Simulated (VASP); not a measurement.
A run of VASP 6.6.1 is set up as follows.

POSCAR

```
SiC
1.0
    0.0601107117      2.1630202559      2.1630202559
    2.1630202559      0.0601107117      2.1630202559
    2.1630202559      2.1630202559      0.0601107117
Si C
1 1
Direct
    0.0014635240      0.0014635240      0.0014635240
    0.2485364760      0.2485364760      0.2485364760
```

The input INCAR.step1:

```
SYSTEM = SiC
PREC = Accurate
ENCUT = 520
ISMEAR = 0
SIGMA = 0.01
LREAL = .False.
LASPH = .True.
NELM = 80
NBANDS = 11
GGA = PE
ALGO = Normal
EDIFF = 1E-4
LWAVE = .True.
LCHARG = .False.
```

INCAR.step2

```
SYSTEM = SiC
PREC = Accurate
ENCUT = 520
EDIFF = 1E-6
ISMEAR = 0
SIGMA = 0.01
LREAL = .False.
LASPH = .True.
NELM = 80
ALGO = Normal
ISIF = 2
LWAVE = .False.
LCHARG = .False.
METAGGA = R2SCAN
LMIXTAU = .True.
NBANDS = 11
ISTART = 1
```

Contents of KPOINTS:

```
regular mesh
0
Gamma
  10 10 10
  0 0 0
```

Potentials or basis: VASP PAW PBE potentials, release 64 (Si, C).

The run is started by

```sh
$ cat potpaw_PBE.64/Si/POTCAR potpaw_PBE.64/C/POTCAR > POTCAR
$ cp INCAR.step1 INCAR
$ mpirun -np 1 vasp_std > vasp.out
$ cp INCAR.step2 INCAR
$ mpirun -np 1 vasp_std > vasp.out
```

(1) What does it give for the band gap on the k mesh?

(2) Predict the pressure.

Answers

(1) 1.46 eV, indirect (least direct gap 4.81 eV).

(2) 16.3 GPa.

Caveat: the cell differs from its parent crystal (epitaxial 111 strain -3.5%); the PAW data sets were made with another functional, which shifts forces and pressure a little.
